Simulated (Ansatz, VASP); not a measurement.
# One calculation of CoO, two programs

Contents of INCAR:

```
PREC = Accurate ; ENCUT = 520
EDIFF = 1E-6 ; ISMEAR = 0
SIGMA = 0.1 ; LREAL = F
LASPH = T ; NELM = 150
ALGO = Normal ; ISIF = 2
LWAVE = F ; LCHARG = F
ISPIN = 2 ; MAGMOM = 0.5 0
LORBIT = 11 ; LMAXMIX = 4
GGA = PE ; NBANDS = 18
```

KPOINTS

```
Automatic mesh
0
Gamma
  16 16 16
```

The input POSCAR:

```
CoO
1.0
    2.6161540064      0.0000000000      0.0000000000
    0.0000000000      2.6161540064      0.0000000000
    0.0000000000      0.0000000000      2.6161540064
Co O
1 1
Direct
    0.0000000000      0.0000000000      0.0000000000
    0.5000000000      0.5000000000      0.5000000000
```

Input for Ansatz:

```yaml
crystal:
  lattice:
    - [2.6161540064, 0.0, 0.0]
    - [0.0, 2.6161540064, 0.0]
    - [0.0, 0.0, 2.6161540064]
  atoms:
    - { symbol: Co, position: [0.0, 0.0, 0.0], spin: 0.5 }
    - { symbol: O, position: [0.5, 0.5, 0.5] }
basis:
  ecutwfc: 420
kpoints:
  mp_grid: { grid: [16, 16, 16] }
hamiltonian:
  xc: pbe
scf:
  occupations: { method: gaussian, width: 0.1 }
  lower_state_search: "off"
output:
  forces: true
  stress: true
  eigenvalues: true
  populations: true
magnetization:
  spin_polarized: true
```

Alike in both runs: task single point; functional PBE; k mesh 16 × 16 × 16; occupations gaussian, width 0.1 eV; collinear spin.

|  | VASP | Ansatz |
| --- | --- | --- |
| version | VASP 6.6.1 | Ansatz 0.2.0 |
| potentials or method | VASP PAW PBE potentials, release 64 (Co, O), cutoff 520 eV | scalar-relativistic, plane waves, PAW |
| valence electrons in the cell | 15 | 23 |

```csv
,VASP,Ansatz,Ansatz less VASP
gap on the k mesh at the Fermi level (eV),none,none,-
pressure (GPa),-0.6,0.0,+0.53
net moment per atom (μB),1.50,1.50,0.000
size of the moment on the site where the two differ most (μB),0.44,0.47,+0.024
```

Site moments also hang on the region over which each program counts them. A gap of «none» marks a metal or a gap that the smearing closes. VASP's potentials hold 15 valence electrons a cell and Ansatz's 23, so a difference there can come from the potentials and not from the codes.
